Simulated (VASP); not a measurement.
# GaSb (Immm) in VASP: a series of runs

GaSb is run at these levels: PBE-based screened hybrid with 25 % exact exchange, PBE; tasks: single point.

Program: VASP 6.6.1. These are calculated values, not measurements. Logs are shortened: lines on timing, memory, paths and dates and some standing lists are left out, and cuts for length are marked.

### Step 1. The cell of the first run

The structure is orthorhombic, space group Immm (No. 71). Conventional cell: a = 3.112 Å, b = 5.350 Å, c = 5.787 Å, α = 90.00°, β = 90.00°, γ = 90.00°. Within 3.8 Å of Sb (site symmetry mmm) lie 6 Ga at 2.89 to 3.09 Å and 2 Sb at 3.11 Å. Ga (site symmetry mmm) has 6 Sb at 2.89 to 3.09 Å and 2 Ga at 3.11 Å within 3.8 Å.

### Step 2. Single point, PBE-based screened hybrid with 25 % exact exchange

POSCAR

```
GaSb
1.0
   -1.5559010000      2.6750030000      2.8933130000
    1.5559010000     -2.6750030000      2.8933130000
    1.5559010000      2.6750030000     -2.8933130000
Sb Ga
1 1
Direct
    0.5000000000      0.5000000000      0.0000000000
    0.0000000000      0.0000000000      0.0000000000
```

INCAR.step1

```
  PREC = Accurate
  ENCUT = 520
  EDIFF = 1E-5
  ISMEAR = -1
  SIGMA = 0.05
  LREAL = F
  LASPH = T
  NELM = 60
  ALGO = Normal
  ISIF = 2
  LWAVE = T
  LCHARG = F
  NBANDS = 16
  GGA = PE
```

INCAR.step2

```
  PREC = Accurate
  ENCUT = 520
  EDIFF = 1E-7
  ISMEAR = -1
  SIGMA = 0.05
  LREAL = F
  LASPH = T
  NELM = 60
  ALGO = Normal
  ISIF = 2
  LWAVE = F
  LCHARG = F
  GGA = PE
  LHFCALC = T
  AEXX = 0.25
  HFSCREEN = 0.15
  PRECFOCK = Normal
  NBANDS = 16
  ISTART = 1
```

KPOINTS

```
regular mesh
0
Gamma
  5 5 5
```

Potentials or basis: VASP PAW PBE potentials, release 64 (Sb, Ga_d).

On the command line:

```console
$ cat potpaw_PBE.64/Sb/POTCAR potpaw_PBE.64/Ga_d/POTCAR > POTCAR
$ cp INCAR.step1 INCAR
$ mpirun -np 1 vasp_std > vasp.out
$ cp INCAR.step2 INCAR
$ mpirun -np 1 vasp_std > vasp.out
```

OUTCAR:

```text
PREC = Accurate
   ENCUT = 520
   EDIFF = 1E-7
   ISMEAR = -1
   LREAL = F
   LASPH = T
   NELM = 60
   ISIF = 2
   GGA = PE
   LHFCALC = T
   AEXX = 0.25
   HFSCREEN = 0.15
   PRECFOCK = Normal
   ISTART = 1

 ion  position               nearest neighbor table
   1  0.500  0.500  0.000-   2 2.89   2 2.89   2 3.09   2 3.09   2 3.09   2 3.09
   2  0.000  0.000  0.000-   1 2.89   1 2.89   1 3.09   1 3.09   1 3.09   1 3.09

  LATTYP: Found a body centered orthorhombic cell.
 ALAT       =     3.1118020000
 B/A-ratio  =     1.7192629865
 C/A-ratio  =     1.8595739703

  Lattice vectors:

 A1 = (  -1.5559010000,   2.6750030000,   2.8933130000)
 A2 = (   1.5559010000,  -2.6750030000,   2.8933130000)
 A3 = (   1.5559010000,   2.6750030000,  -2.8933130000)

Analysis of symmetry for initial positions (statically):
=====================================================================
 Subroutine PRICEL returns:
 Original cell was already a primitive cell.

 Routine SETGRP: Setting up the symmetry group for a
 body centered orthorhombic supercell.

 Subroutine GETGRP returns: Found  8 space group operations
 (whereof  8 operations were pure point group operations)
 out of a pool of  8 trial point group operations.

The static configuration has the point symmetry D_2h.

Analysis of symmetry for dynamics (positions and initial velocities):
=====================================================================
 Subroutine PRICEL returns:
 Original cell was already a primitive cell.

 Routine SETGRP: Setting up the symmetry group for a
 body centered orthorhombic supercell.

 Subroutine GETGRP returns: Found  8 space group operations
 (whereof  8 operations were pure point group operations)
 out of a pool of  8 trial point group operations.

The dynamic configuration has the point symmetry D_2h.

 Subroutine INISYM returns: Found  8 space group operations
 (whereof  8 operations are pure point group operations),
 and found     1 'primitive' translations

----------------------------------------------------------------------------------------

                                     Primitive cell

  volume of cell :      48.1683

  direct lattice vectors                    reciprocal lattice vectors
    -1.555901000  2.675003000  2.893313000     0.000000000  0.186915678  0.172812274
     1.555901000 -2.675003000  2.893313000     0.321357207  0.000000000  0.172812274
     1.555901000  2.675003000 -2.893313000     0.321357207  0.186915678  0.000000000

  length of vectors
     4.236476022  4.236476022  4.236476022     0.254561491  0.364876057  0.371763265

  position of ions in fractional coordinates (direct lattice)
     0.500000000  0.500000000  0.000000000
     0.000000000  0.000000000  0.000000000

  ion indices of the primitive-cell ions
   primitive index   ion index
                 1           1
                 2           2

----------------------------------------------------------------------------------------

 KPOINTS: regular mesh

Automatic generation of k-mesh.
 Grid dimensions read from file:
 generate k-points for:    5    5    5

 Generating k-lattice:

  Cartesian coordinates                     Fractional coordinates (reciprocal lattice)
     0.000000000  0.037383136  0.034562455     0.200000000  0.000000000 -0.000000000
     0.064271441  0.000000000  0.034562455     0.000000000  0.200000000 -0.000000000
     0.064271441  0.037383136  0.000000000     0.000000000  0.000000000  0.200000000

  Length of vectors
     0.050912298  0.072975211  0.074352653

  Shift w.r.t. Gamma in fractional coordinates (k-lattice)
     0.000000000  0.000000000  0.000000000

 Subroutine IBZKPT returns following result:
 ===========================================

 Found     27 irreducible k-points:

 Following reciprocal coordinates:
            Coordinates               Weight
  0.000000  0.000000  0.000000      1.000000
  0.200000  0.000000 -0.000000      4.000000
  0.400000  0.000000 -0.000000      4.000000
  0.000000  0.200000  0.000000      4.000000
  0.200000  0.200000  0.000000      8.000000
  0.400000  0.200000 -0.000000      8.000000
[... 16 lines left out ...]
 -0.400000 -0.200000  0.200000      4.000000
 -0.200000 -0.200000  0.200000      2.000000
 [... further k-points ...]
   k-points           NKPTS =     27   k-points in BZ     NKDIM =    125   number of bands    NBANDS=     16
   number of dos      NEDOS =    301   number of ions     NIONS =      2
   total plane-waves  NPLWV =  32768
   dimension x,y,z NGX =    32 NGY =   32 NGZ =   32
   dimension x,y,z NGXF=    64 NGYF=   64 NGZF=   64
   ions per type =               1   1
   NGX,Y,Z   is equivalent  to a cutoff of  12.56, 12.56, 12.56 a.u.
   NGXF,Y,Z  is equivalent  to a cutoff of  25.11, 25.11, 25.11 a.u.
 SYSTEM =  unknown system
   PREC   = accura    normal or accurate (medium, high low for compatibility)
   ISTART =      1    job   : 0-new  1-cont  2-samecut
   ICHARG =      0    charge: 1-file 2-atom 10-const
   ISPIN  =      1    spin polarized calculation?
   LNONCOLLINEAR =      F non collinear calculations
   LSORBIT =      F    spin-orbit coupling
   LASPH  =      T    aspherical Exc in radial PAW
   ENCUT  =  520.0 eV  38.22 Ry    6.18 a.u.   7.88  7.88  7.88*2*pi/ulx,y,z
   NELM   =     60;   NELMIN=  2; NELMDL=  0     # of ELM steps
   EDIFF  = 0.1E-06   stopping-criterion for ELM
   LREAL  =      F    real-space projection
   EDIFFG = 0.1E-05   stopping-criterion for IOM
   NSW    =      0    number of steps for IOM
   IBRION =     -1    ionic relax: 0-MD 1-quasi-New 2-CG
   NFREE  =      0    steps in history (QN), initial steepest desc. (CG)
   ISIF   =      2    stress and relaxation
   ISYM   =      3    0-nonsym 1-usesym 2-fastsym
   POTIM  = 0.5000    time-step for ionic-motion
   TEBEG  =    0.0;   TEEND  =   0.0 temperature during run
   PSTRESS=    0.0 pullay stress
   NELECT =      18.0000    total number of electrons
   NUPDOWN=      -1.0000    fix difference up-down
   EMIN   =  10.00;   EMAX   =-10.00  energy-range for DOS
   EFERMI =   0.00;   METHOD = LEGACY
   ISMEAR =    -1;   SIGMA  =   0.05  broadening in eV -4-tet -1-fermi 0-gaus
   EFERMI_NEDOS =   21; number of points for ismear=-14 and -15
   IALGO  =     38    algorithm
   IMIX   =      1    mixing-type and parameters
     AMIX     =   0.40;   BMIX     =  1.00
     AMIX_MAG =   1.60;   BMIX_MAG =  1.00
  volume/ion in A,a.u.               =      24.08       162.53
  Fermi-wavevector in a.u.,A,eV,Ry     =   1.179176  2.228319 18.918287  1.390455
  Thomas-Fermi vector in A             =   2.315491
   LORBIT       =      0    0 simple, 1 ext, 2 COOP (PROOUT), +10 PAW based schemes
   GGA     = PE    functional components
   LHFCALC =     T    Hartree Fock is set to
   PRECFOCK=normal    Normal, Fast or Accurate (Low or Medium for compatibility)
   ENCUT4O =  -1.0   cutoff for four orbital integrals eV
   NKREDX  =     1    reduce k-point grid by
   NKREDY  =     1    reduce k-point grid by
   NKREDZ  =     1    reduce k-point grid by
   AEXX    =    0.2500 exact exchange contribution
   HFSCREEN=    0.1500 screening length (either q_TF or 0.3 A-1)
   HFSCREENC=   0.1500 screening length for correlation (either q_TF or 0.3 A-1)
   ENCUTFOCK=  -1.0 apply spherical cutoff to Coloumb kernel
   IVDW    =     0    specifies the selected vdW correction
   LEPSILON=     F    determine dielectric tensor
   LRPA    =     F    only Hartree local field effects (RPA)
 non-spin polarized calculation
  energy-cutoff  :      520.00
  volume of cell :       48.17
 maximum number of plane-waves:      1310
  NGX = 24; NGY = 24; NGZ = 24

 number of electron      17.9999989 magnetization

 Free energy of the ion-electron system (eV)
  ---------------------------------------------------
  ext. energy  EPLUGINS =         0.00000000
  ---------------------------------------------------
  free energy    TOTEN  =        -8.38325264 eV

  energy without entropy =       -8.37584496  energy(sigma->0) =       -8.37954880

 E-fermi :   6.4294     XC(G=0):  -8.4039

 val. band max:        6.3985575681   @ k =   0.4000   0.2000  -0.0000
 cond. band min:       6.6023194885   @ k =   0.0000   0.2000   0.0000
 fundamental gap:      0.2037619204
 Fermi energy:         6.4294118162

 k-point     1 :       0.0000    0.0000    0.0000
  band No.  band energies     occupation
      1     -11.4615      2.00000
      2     -11.3713      2.00000
      3     -11.3602      2.00000
      4     -11.3567      2.00000
      5     -11.3188      2.00000
      6      -7.0740      2.00000
[... 8 lines left out ...]
     15      16.2215      0.00000
     16      17.5383      0.00000

 k-point     2 :       0.2000    0.0000   -0.0000
  band No.  band energies     occupation
      1     -11.4604      2.00000
      2     -11.3774      2.00000
      3     -11.3565      2.00000
      4     -11.3565      2.00000
      5     -11.3181      2.00000
      6      -6.7021      2.00000
[... 8 lines left out ...]
     15      16.6577      0.00000
     16      17.9691      0.00000

 k-point     3 :       0.4000    0.0000   -0.0000
  band No.  band energies     occupation
      1     -11.4589      2.00000
      2     -11.3871      2.00000
      3     -11.3564      2.00000
      4     -11.3507      2.00000
      5     -11.3169      2.00000
      6      -5.7688      2.00000
[... 8 lines left out ...]
     15      16.7012      0.00000
     16      17.1871      0.00000

 k-point     4 :       0.0000    0.2000    0.0000
  band No.  band energies     occupation
      1     -11.4104      2.00000
      2     -11.3819      2.00000
      3     -11.3732      2.00000
      4     -11.3527      2.00000
      5     -11.3392      2.00000
      6      -6.2146      2.00000
[... 8 lines left out ...]
     15      14.8342      0.00000
     16      18.3634      0.00000
[... 324 lines left out ...]
 k-point    22 :       0.4000   -0.2000    0.2000
  band No.  band energies     occupation
      1     -11.4589      2.00000
      2     -11.3996      2.00000
      3     -11.3556      2.00000
      4     -11.3458      2.00000
      5     -11.3160      2.00000
      6      -5.3560      2.00000
[... 8 lines left out ...]
     15      17.3028      0.00000
     16      18.7168      0.00000

 k-point    23 :      -0.4000   -0.2000    0.2000
  band No.  band energies     occupation
      1     -11.4587      2.00000
      2     -11.4011      2.00000
      3     -11.3549      2.00000
      4     -11.3457      2.00000
      5     -11.3163      2.00000
      6      -5.5022      2.00000
[... 8 lines left out ...]
     15      16.7969      0.00000
     16      18.9309      0.00000

 k-point    24 :      -0.2000   -0.2000    0.2000
  band No.  band energies     occupation
      1     -11.4596      2.00000
      2     -11.3874      2.00000
      3     -11.3554      2.00000
      4     -11.3523      2.00000
      5     -11.3176      2.00000
      6      -6.3915      2.00000
[... 8 lines left out ...]
     15      15.9000      0.00000
     16      19.5913      0.00000

 [... further k-points ...]

------------------------ aborting loop because EDIFF is reached ----------------------------------------

  FORCE on cell =-STRESS in cart. coord.  units (eV):
  Direction    XX          YY          ZZ          XY          YZ          ZX
  --------------------------------------------------------------------------------------
  -------------------------------------------------------------------------------------
  Total        0.1253807     -1.2399253     -1.1982317      0.0000000      0.0000000      0.0000000
  in kB        4.1704190    -41.2424497    -39.8556359      0.0000000      0.0000000      0.0000000
  external PRESSURE =     -25.6425556 kB  Pullay stress =       0.0000000 kB

 VOLUME and BASIS-vectors are now :
 -----------------------------------------------------------------------------
  energy-cutoff  :      520.00
  volume of cell :       48.17
      direct lattice vectors                 reciprocal lattice vectors
    -1.555901000  2.675003000  2.893313000     0.000000000  0.186915678  0.172812274
     1.555901000 -2.675003000  2.893313000     0.321357207  0.000000000  0.172812274
     1.555901000  2.675003000 -2.893313000     0.321357207  0.186915678  0.000000000

 POSITION                                       TOTAL-FORCE (eV/Angst)
 -----------------------------------------------------------------------------------
      0.00000      0.00000      2.89331         0.000000      0.000000      0.000000
      0.00000      0.00000      0.00000        -0.000000      0.000000     -0.000000
 -----------------------------------------------------------------------------------
    total drift:                                0.000003     -0.000000     -0.000001

  FREE ENERGIE OF THE ION-ELECTRON SYSTEM (eV)
  ---------------------------------------------------
  free  energy   TOTEN  =        -8.3832526374 eV

  energy  without entropy=       -8.3758449624  energy(sigma->0) =       -8.37954880
```

Run time: 70 min. Hardware: 1 thread of Intel Xeon Platinum 8259CL at 2.50GHz (Skylake/Cascade Lake), shared host; peak memory 0.31 GiB.

Results:

```yaml
Free_energy: -8.3833 eV
Pressure: -2.6 GPa
Band_gap_on_the_k_mesh: zero (bands 9 and 10 overlap by 3.99 eV)
```

Levels at points of the mesh, in eV from the Fermi level:
| k point | band 6 | band 7 | band 8 | band 9 | band 10 | band 11 | band 12 | band 13 |
| --- | --- | --- | --- | --- | --- | --- | --- | --- |
| (0.00, 0.00, 0.00) | -13.50 | -3.41 | -2.57 | -2.11 | 3.73 | 6.16 | 7.01 | 8.57 |

Caveat: the k points lie up to 0.46 Å⁻¹ apart, too coarse for converged energies and pressures of a metal; the PAW data sets were made with another functional, which shifts forces and pressure a little; spin-orbit coupling is left out, which moves the levels of the heavy elements.

(Part 1 of 2 ends here.)

The gap in the log of VASP goes by the Fermi energy; the results here count the filled bands.